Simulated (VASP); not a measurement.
Set up this calculation in VASP 6.6.1, as the native input.

```yaml
Task: single point
Functional: PBE
Potentials_or_basis: VASP PAW PBE potentials, release 64 (Al, Ru_pv)
Cutoff: 520 eV
k_mesh: 20 × 20 × 20
Occupations: gaussian, width 0.15 eV
Spin: no spin polarisation
Dipole_correction: no
Further_INCAR_settings: ALGO = Fast; EDIFF = 1e-07; NBANDS = 16
```

The structure of AlRu lies in POSCAR:

```
AlRu
1.0
    3.0040847246      0.0000000000      0.0000000000
    0.0000000000      2.8238396411      0.0000000000
    0.0000000000      0.0000000000      3.0040847246
Al Ru
1 1
Direct
    0.0000000000      0.0000000000      0.0000000000
    0.5000000000      0.5000000000      0.5000000000
```

This cell differs from its parent crystal: strain -0.0600 x Voigt [0, 1, 0, 0, 0, 0].

The input as run:

INCAR

```
PREC     = Accurate       # precision mode
ENCUT    = 520            # plane-wave cutoff, eV
EDIFF    = 1E-7           # SCF threshold, eV
ISMEAR   = 0              # smearing method
SIGMA    = 0.15           # smearing width, eV
LREAL    = False          # projectors in reciprocal space
LASPH    = True           # aspherical terms in the spheres
NELM     = 100            # most SCF steps
ALGO     = Fast           # electronic algorithm
ISIF     = 2              # what is computed and relaxed
LWAVE    = False          # write WAVECAR
LCHARG   = True           # write CHGCAR
GGA      = PE             # functional
LELF     = True           # ELF
LVHAR    = True         
NBANDS   = 16             # bands
```

KPOINTS

```
regular mesh
0
Gamma
  20 20 20
```

Potentials or basis: VASP PAW PBE potentials, release 64 (Al, Ru_pv).

Run with:

```sh
$ cat potpaw_PBE.64/Al/POTCAR potpaw_PBE.64/Ru_pv/POTCAR > POTCAR
$ mpirun -np 1 vasp_std > vasp.out
```

Results of the run:

| Quantity | Value |
| --- | --- |
| Pressure | 14.9 GPa |
| Band gap on the k mesh | zero (an odd number of electrons rules out a gap without spin polarisation) |

Caveat: the cell differs from its parent crystal (strain -0.0600 x Voigt [0, 1, 0, 0, 0, 0]); the stress differs along the axes, from 10 to 24 GPa.

Wall time 84 s on 1 thread of Intel(R) Xeon(R) 6975P-C (Granite Rapids) (shared host), peak memory 0.38 GiB.
